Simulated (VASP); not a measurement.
MnS:

```
Mn S
1.0
     0.00000    2.80000    2.80000
     2.80000    0.00000    2.80000
     2.80000    2.80000    0.00000
Mn S
1 1
Direct
  0.00000 0.00000 0.00000
  0.75000 0.75000 0.75000
```

Base run:

* Program: VASP 6.6.1
* Functional: PBE
* Potentials or basis: VASP PAW PBE potentials, release 64 (Mn_sv, S)
* Cutoff: 600 eV
* k mesh: 6 × 6 × 6
* Occupations: gaussian, width 0.05 eV
* Spin: collinear spin, ferromagnetic start
* Starting moments: [5.0, 0.0] μB
* Hubbard terms: Mn d U = 3.0 eV

Its results: pressure 3.4 GPa; site moments Mn +4.35; S +0.05 μB.

Task: The run is repeated on the same cell with these changes: moments at the start from [5.0, 0.0] to [1.25, 0.0]; fixed moment from none to 1.25 μB. What comes out?

Result: Pressure -13.3 GPa; site moments Mn +1.17; S -0.04 μB.

Caveats: a cell with one magnetic atom can't hold antiferromagnetic order, which such compounds often take; the cell stands under pressure (at least some runs); the cell stands under tension (at least some runs); the total moment is fixed, so each spin has its own Fermi level (at least some runs).
